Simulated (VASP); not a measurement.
# Ta in VASP: notebook

Runs on Ta. Level: PBEsol. Tasks: relaxation of the atoms.

Everything below comes from runs of VASP 6.6.1. Logs are shortened: lines on timing, memory, paths and dates and some standing lists are left out, and cuts for length are marked.

### Step 1. The cell of the first run

The cell holds a slab with vacuum, 5 atoms: a = 4.640 Å, b = 4.640 Å, c = 19.789 Å, α = 90.00°, β = 90.00°, γ = 120.00°.

### Step 2. Relaxation of the atoms, PBEsol

INCAR

```
ALGO = Normal ; DIPOL = 0.5 0.5 0.500
EDIFF = 1E-6 ; EDIFFG = -0.01
ENCUT = 520 ; GGA = PS
IBRION = 2 ; IDIPOL = 3
ISIF = 2 ; ISMEAR = -1
KPAR = 2 ; LASPH = T
LCHARG = F ; LDIPOL = T
LREAL = F ; LWAVE = F
NELM = 100 ; NSW = 60
PREC = Accurate ; SIGMA = 0.08
```

KPOINTS

```
k-points
0
Gamma
  8 8 1
```

POSCAR

```
Ta
1.0
    4.6404568516      0.0000000000      0.0000000000
   -2.3202284258      4.0187535186      0.0000000000
    0.0000000000      0.0000000000     19.7889000000
Ta
5
Direct
    0.8333333330      0.1666666670      0.4042666053
    0.1666666670      0.8333333330      0.4521333025
    0.5000000000      0.5000000000      0.5000000000
    0.8333333330      0.1666666670      0.5478666975
    0.1666666670      0.8333333330      0.5957333947
```

Potentials or basis: VASP PAW PBE potentials, release 64 (Ta_pv).

The run is started by

```bash
$ cat potpaw_PBE.64/Ta_pv/POTCAR > POTCAR
$ mpirun -np 2 vasp_std > vasp.out
```

OUTCAR:

```text
EDIFF = 1E-6
   EDIFFG = -0.01
   ENCUT = 520
   GGA = PS
   IBRION = 2
   ISIF = 2
   ISMEAR = -1
   LASPH = T
   LREAL = F
   NELM = 100
   NSW = 60
   PREC = Accurate

 ion  position               nearest neighbor table
   1  0.833  0.167  0.404-   2 2.84   2 2.84   4 2.84   2 2.84   3 3.28   3 3.28   3 3.28
   2  0.167  0.833  0.452-   1 2.84   1 2.84   3 2.84   5 2.84   3 2.84   3 2.84   1 2.84   4 3.28
                             4 3.28   4 3.28
   3  0.500  0.500  0.500-   2 2.84   4 2.84   4 2.84   2 2.84   2 2.84   4 2.84   1 3.28   5 3.28
                             5 3.28   1 3.28   1 3.28   5 3.28
   4  0.833  0.167  0.548-   5 2.84   5 2.84   3 2.84   1 2.84   3 2.84   3 2.84   5 2.84   2 3.28
                             2 3.28   2 3.28
   5  0.167  0.833  0.596-   4 2.84   4 2.84   2 2.84   4 2.84   3 3.28   3 3.28   3 3.28

  LATTYP: Found a hexagonal cell.
 ALAT       =     4.6404568516
 C/A-ratio  =     4.2644292648

  Lattice vectors:

 A1 = (   4.6404568516,   0.0000000000,   0.0000000000)
 A2 = (  -2.3202284258,   4.0187535186,   0.0000000000)
 A3 = (   0.0000000000,   0.0000000000,  19.7889000000)

Analysis of symmetry for initial positions (statically):
=====================================================================
 Subroutine PRICEL returns:
 Original cell was already a primitive cell.

 Routine SETGRP: Setting up the symmetry group for a
 hexagonal supercell.

 Subroutine GETGRP returns: Found 12 space group operations
 (whereof  4 operations were pure point group operations)
 out of a pool of 24 trial point group operations.

The static configuration has the point symmetry C_2h.
 The point group associated with its full space group is D_3d.

Analysis of symmetry for dynamics (positions and initial velocities):
=====================================================================
 Subroutine PRICEL returns:
 Original cell was already a primitive cell.

 Routine SETGRP: Setting up the symmetry group for a
 hexagonal supercell.

 Subroutine GETGRP returns: Found 12 space group operations
 (whereof  4 operations were pure point group operations)
 out of a pool of 24 trial point group operations.

The dynamic configuration has the point symmetry C_2h.
 The point group associated with its full space group is D_3d.

 Subroutine INISYM returns: Found 12 space group operations
 (whereof  4 operations are pure point group operations),
 and found     1 'primitive' translations

----------------------------------------------------------------------------------------

                                     Primitive cell

  volume of cell :     369.0403

  direct lattice vectors                    reciprocal lattice vectors
     4.640456852  0.000000000  0.000000000     0.215496024  0.124416687  0.000000000
    -2.320228426  4.018753519  0.000000000     0.000000000  0.248833375  0.000000000
     0.000000000  0.000000000 19.788900000     0.000000000  0.000000000  0.050533380

  length of vectors
     4.640456852  4.640456852 19.788900000     0.248833375  0.248833375  0.050533380

  position of ions in fractional coordinates (direct lattice)
     0.833333333  0.166666667  0.404266605
     0.166666667  0.833333333  0.452133303
     0.500000000  0.500000000  0.500000000
     0.833333333  0.166666667  0.547866697
     0.166666667  0.833333333  0.595733395

  ion indices of the primitive-cell ions
   primitive index   ion index
                 1           1
                 2           2
                 3           3
                 4           4
                 5           5

----------------------------------------------------------------------------------------

 KPOINTS: k-points

Automatic generation of k-mesh.
 Grid dimensions read from file:
[... 26 lines left out ...]
  0.500000 -0.000000  0.000000      3.000000
  0.125000  0.125000  0.000000      6.000000
  0.250000  0.125000  0.000000     12.000000
  0.375000  0.125000  0.000000     12.000000
  0.250000  0.250000  0.000000      6.000000
  0.375000  0.250000  0.000000      6.000000
   k-points           NKPTS =     10   k-points in BZ     NKDIM =     10   number of bands    NBANDS=     33
   number of dos      NEDOS =    301   number of ions     NIONS =      5
   total plane-waves  NPLWV = 194400
   dimension x,y,z NGX =    36 NGY =   36 NGZ =  150
   dimension x,y,z NGXF=    72 NGYF=   72 NGZF=  300
   ions per type =               5
   NGX,Y,Z   is equivalent  to a cutoff of  12.90, 12.90, 12.60 a.u.
   NGXF,Y,Z  is equivalent  to a cutoff of  25.79, 25.79, 25.20 a.u.
 SYSTEM =  unknown system
   PREC   = accura    normal or accurate (medium, high low for compatibility)
   ISTART =      0    job   : 0-new  1-cont  2-samecut
   ICHARG =      2    charge: 1-file 2-atom 10-const
   ISPIN  =      1    spin polarized calculation?
   LNONCOLLINEAR =      F non collinear calculations
   LSORBIT =      F    spin-orbit coupling
   LASPH  =      T    aspherical Exc in radial PAW
   ENCUT  =  520.0 eV  38.22 Ry    6.18 a.u.   8.63  8.63 36.79*2*pi/ulx,y,z
   NELM   =    100;   NELMIN=  2; NELMDL= -5     # of ELM steps
   EDIFF  = 0.1E-05   stopping-criterion for ELM
   LREAL  =      F    real-space projection
   EDIFFG = -.1E-01   stopping-criterion for IOM
   NSW    =     60    number of steps for IOM
   IBRION =      2    ionic relax: 0-MD 1-quasi-New 2-CG
   NFREE  =      1    steps in history (QN), initial steepest desc. (CG)
   ISIF   =      2    stress and relaxation
   ISYM   =      2    0-nonsym 1-usesym 2-fastsym
   POTIM  = 0.5000    time-step for ionic-motion
   TEBEG  =    0.0;   TEEND  =   0.0 temperature during run
   PSTRESS=    0.0 pullay stress
   NELECT =      55.0000    total number of electrons
   NUPDOWN=      -1.0000    fix difference up-down
   EMIN   =  10.00;   EMAX   =-10.00  energy-range for DOS
   EFERMI =   0.00;   METHOD = LEGACY
   ISMEAR =    -1;   SIGMA  =   0.08  broadening in eV -4-tet -1-fermi 0-gaus
   EFERMI_NEDOS =   21; number of points for ismear=-14 and -15
   IALGO  =     38    algorithm
   IMIX   =      4    mixing-type and parameters
     AMIX     =   0.40;   BMIX     =  1.00
     AMIX_MAG =   1.60;   BMIX_MAG =  1.00
  volume/ion in A,a.u.               =      73.81       498.08
  Fermi-wavevector in a.u.,A,eV,Ry     =   0.867970  1.640225 10.250236  0.753371
  Thomas-Fermi vector in A             =   1.986580
   LORBIT       =      0    0 simple, 1 ext, 2 COOP (PROOUT), +10 PAW based schemes
   GGA     = PS    functional components
   LHFCALC =     F    Hartree Fock is set to
   AEXX    =    0.0000 exact exchange contribution
   IVDW    =     0    specifies the selected vdW correction
   LEPSILON=     F    determine dielectric tensor
   LRPA    =     F    only Hartree local field effects (RPA)
 conjugate gradient relaxation of ions
 non-spin polarized calculation
  energy-cutoff  :      520.00
  volume of cell :      369.04
 maximum number of plane-waves:      9978
 NGX is ok and might be reduce to    36
   NGX = 17   NGY = 17   NGZ = 73

--------------------------------------- Ionic step        1  -------------------------------------------

 number of electron      55.0000007 magnetization

 Free energy of the ion-electron system (eV)
  ---------------------------------------------------
  ext. energy  EPLUGINS =         0.00000000
  ---------------------------------------------------
  free energy    TOTEN  =       -54.98555473 eV

  energy without entropy =      -54.84060012  energy(sigma->0) =      -54.91307743

------------------------ aborting loop because EDIFF is reached ----------------------------------------

  FORCE on cell =-STRESS in cart. coord.  units (eV):
  Direction    XX          YY          ZZ          XY          YZ          ZX
  --------------------------------------------------------------------------------------
  -------------------------------------------------------------------------------------
  Total      -10.5743212    -10.5743212    -11.7393673      0.0000000      0.0000000      0.0000000
  in kB      -45.9080997    -45.9080997    -50.9661129      0.0000000      0.0000000      0.0000000
  external PRESSURE =     -47.5941041 kB  Pullay stress =       0.0000000 kB
[... 221 lines left out ...]
--------------------------------------- Ionic step        7  -------------------------------------------

 number of electron      55.0000001 magnetization

 dipolmoment           0.000000      0.000000      0.000000 electrons x Angstroem

------------------------ aborting loop because EDIFF is reached ----------------------------------------

  FORCE on cell =-STRESS in cart. coord.  units (eV):
  Direction    XX          YY          ZZ          XY          YZ          ZX
  --------------------------------------------------------------------------------------
  -------------------------------------------------------------------------------------
  Total       -4.2002382     -4.2002382      0.0122703      0.0000000     -0.0000000      0.0000000
  in kB      -18.2352087    -18.2352087      0.0532711      0.0000000     -0.0000000      0.0000000
  external PRESSURE =     -12.1390488 kB  Pullay stress =       0.0000000 kB
[... 65 lines left out ...]
--------------------------------------- Ionic step        9  -------------------------------------------

 number of electron      55.0000001 magnetization

 dipolmoment           0.000000      0.000000     -0.000000 electrons x Angstroem

 Free energy of the ion-electron system (eV)
  ---------------------------------------------------
  ext. energy  EPLUGINS =         0.00000000
  ---------------------------------------------------
  free energy    TOTEN  =       -55.80539087 eV

  energy without entropy =      -55.70814380  energy(sigma->0) =      -55.75676733

 E-fermi :  -1.4418     XC(G=0):  -4.1672

 val. band max:       -1.4547900502   @ k =   0.3750  -0.0000   0.0000
 cond. band min:      -1.4054936336   @ k =   0.2500   0.2500   0.0000
 fundamental gap:      0.0492964166
 Fermi energy:        -1.4418164296

 k-point     1 :       0.0000    0.0000    0.0000
  band No.  band energies     occupation
      1     -35.9155      2.00000
      2     -35.8700      2.00000
      3     -35.6645      2.00000
      4     -35.6645      2.00000
      5     -35.6155      2.00000
      6     -35.6155      2.00000
[... 349 lines left out ...]
     32      -0.1700      0.00000
     33      -0.0937      0.00000

------------------------ aborting loop because EDIFF is reached ----------------------------------------

 vacuum level on the upper side and lower side of the slab       (xc-potential included)        -0.135        -0.135

  FORCE on cell =-STRESS in cart. coord.  units (eV):
  Direction    XX          YY          ZZ          XY          YZ          ZX
  --------------------------------------------------------------------------------------
  -------------------------------------------------------------------------------------
  Total       -4.2189622     -4.2189622     -0.0418292     -0.0000000      0.0000000     -0.0000000
  in kB      -18.3164984    -18.3164984     -0.1816003     -0.0000000      0.0000000     -0.0000000
  external PRESSURE =     -12.2715324 kB  Pullay stress =       0.0000000 kB
[... 20 lines left out ...]
  FREE ENERGIE OF THE ION-ELECTRON SYSTEM (eV)
  ---------------------------------------------------
  free  energy   TOTEN  =       -55.8053908711 eV

  energy  without entropy=      -55.7081437953  energy(sigma->0) =      -55.75676733

 reached required accuracy - stopping structural energy minimisation

 vacuum level on the upper side and lower side of the slab         2.235         2.235
```

Wall time 7.9 min (2 MPI ranks of Intel Xeon Platinum 8559C (Emerald Rapids), shared host); peak memory 0.5 GiB.

What came out:

| Item | Value |
| --- | --- |
| Free energy | -55.8054 eV |
| Energy gained by relaxing | 164.0 meV/atom |
| Ionic steps | 9 |
| Largest force after relaxing | 0.003 eV/Å |
| Band gap on the k mesh | zero (an odd number of electrons rules out a gap without spin polarisation) |

Forces in eV/Å, atoms in the order of the input:
```
Ta   0.000  0.000  0.003
Ta   0.000  0.000  0.001
Ta   0.000  0.000  0.000
Ta   0.000  0.000 -0.001
Ta   0.000  0.000 -0.003
```

The path:
| step | energy change (eV) | largest force (eV/Å) | pressure (GPa) |
| --- | --- | --- | --- |
| 1 | 0.0000 | 2.5860 | -4.76 |
| 2 | -0.6195 | 1.5623 | -3.03 |
| 3 | -0.8163 | 0.2117 | -1.01 |
| 4 | -0.8181 | 0.0917 | -1.25 |
| 5 | -0.8181 | 0.1320 | -1.15 |
| 6 | -0.8194 | 0.0669 | -1.18 |
| 7 | -0.8198 | 0.0106 | -1.21 |
| 8 | -0.8198 | 0.0108 | -1.21 |
| 9 | -0.8198 | 0.0032 | -1.23 |

Final structure:
```cif
data_structure
_symmetry_space_group_name_H-M 'P 1'
_symmetry_Int_Tables_number 1
_cell_length_a 4.6405
_cell_length_b 4.6405
_cell_length_c 19.7889
_cell_angle_alpha 90.000
_cell_angle_beta 90.000
_cell_angle_gamma 120.000
_cell_volume 369.04
loop_
_atom_site_label
_atom_site_type_symbol
_atom_site_fract_x
_atom_site_fract_y
_atom_site_fract_z
_atom_site_occupancy
Ta1 Ta 0.83333 0.16667 0.41597 1
Ta2 Ta 0.16667 0.83333 0.45596 1
Ta3 Ta 0.50000 0.50000 0.50000 1
Ta4 Ta 0.83333 0.16667 0.54404 1
Ta5 Ta 0.16667 0.83333 0.58403 1
```

Levels at points of the mesh, in eV from the Fermi level:
| k point | band 24 | band 25 | band 26 | band 27 | band 28 | band 29 | band 30 | band 31 | band 32 | band 33 |
| --- | --- | --- | --- | --- | --- | --- | --- | --- | --- | --- |
| (0.00, 0.00, 0.00) | -1.02 | -1.02 | -0.70 | -0.48 | -0.48 | 0.31 | 0.31 | 0.77 | 2.36 | 2.36 |
| (0.50, 0.00, 0.00) | -0.92 | -0.90 | -0.87 | -0.84 | -0.59 | 0.37 | 0.67 | 1.22 | 1.80 | 2.22 |

Caveat: the PAW data sets were made with another functional, which shifts forces and pressure a little; spin-orbit coupling is left out, which moves the levels of the heavy elements.

(Part 1 of 2 ends here.)

The gap in the log of VASP goes by the Fermi energy; the results here count the filled bands.